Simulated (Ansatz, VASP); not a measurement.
# LiOsRu3 in VASP and in Ansatz

```xyz
5
Lattice="3.8854 0.0000 0.0000 0.0000 3.8854 0.0000 0.0000 0.0000 5.5462" Properties=species:S:1:pos:R:3 pbc="T T T"
Li    0.0000    0.0000    5.0563
Ru    1.9427    1.9427    0.4610
Ru    0.0000    1.9427    2.1925
Ru    1.9427    0.0000    2.1925
Os    1.9427    1.9427    3.7413
```

Alike in both runs: functional PBE; k mesh 10 × 10 × 8; occupations gaussian, width 0.1 eV; no spin polarisation.

Ansatz relaxed the structure, and its values are those at the end. VASP's run is a single point on that final structure, the one shown.

```csv
,VASP,Ansatz
version,VASP 6.6.1,Ansatz 0.2.0
potentials or method,"VASP PAW PBE potentials, release 64 (Li_sv, Ru_pv, Os), cutoff 520 eV","scalar-relativistic, plane waves, PAW"
valence electrons in the cell,53,67
```

VASP gave:

```
gap on the k mesh at the Fermi level (eV) : none
rms of the force components (eV/Å)        : 0.057
```

**Question.** Which values does Ansatz return?

**Answer.** gap on the k mesh at the Fermi level (eV): none; rms of the force components (eV/Å): 0.002.

A gap of «none» marks a metal or a gap that the smearing closes. VASP's potentials hold 53 valence electrons a cell and Ansatz's 67, so a difference there can come from the potentials and not from the codes.

Spin-orbit coupling is off throughout. Noted on VASP's run: the cutoff is short for stress, so the pressure is rough.
